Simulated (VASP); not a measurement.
A run of VASP 6.6.1 is set up as follows.

Contents of INCAR:

```
SYSTEM = Ir
PREC = Accurate
ENCUT = 600
EDIFF = 1E-7
ISMEAR = -1
SIGMA = 0.05
LREAL = .False.
LASPH = .True.
NELM = 80
ALGO = Normal
ISIF = 3
LWAVE = .False.
LCHARG = .False.
GGA = PS
IBRION = 2
NSW = 60
EDIFFG = -0.01
```

File KPOINTS:

```
regular mesh
0
Gamma
  12 12 12
  0 0 0
```

File POSCAR:

```
Ir
1.0
    0.0000000000      1.9156000000      1.9156000000
    1.9156000000      0.0000000000      1.9156000000
    1.9156000000      1.9156000000      0.0000000000
Ir
1
Direct
    0.0000000000      0.0000000000      0.0000000000
```

Potentials or basis: VASP PAW PBE potentials, release 64 (Ir).

Run with:

```console
$ cat potpaw_PBE.64/Ir/POTCAR > POTCAR
$ mpirun -np 1 vasp_std > vasp.out
```

What does it give for the space group after relaxing (to 0.05 Å)?

Fm-3m (No. 225).

What does it give for the relaxed cell?

a = 2.710 Å, b = 2.710 Å, c = 2.710 Å, α = 60.00°, β = 60.00°, γ = 60.00°.

Final structure:
```yaml
crystal:
  lattice:
    - [0.00000, 1.91620, 1.91620]
    - [1.91620, 0.00000, 1.91620]
    - [1.91620, 1.91620, 0.00000]
  atoms:
    - { symbol: Ir, position: [0.00000, 0.00000, 0.00000] }
```
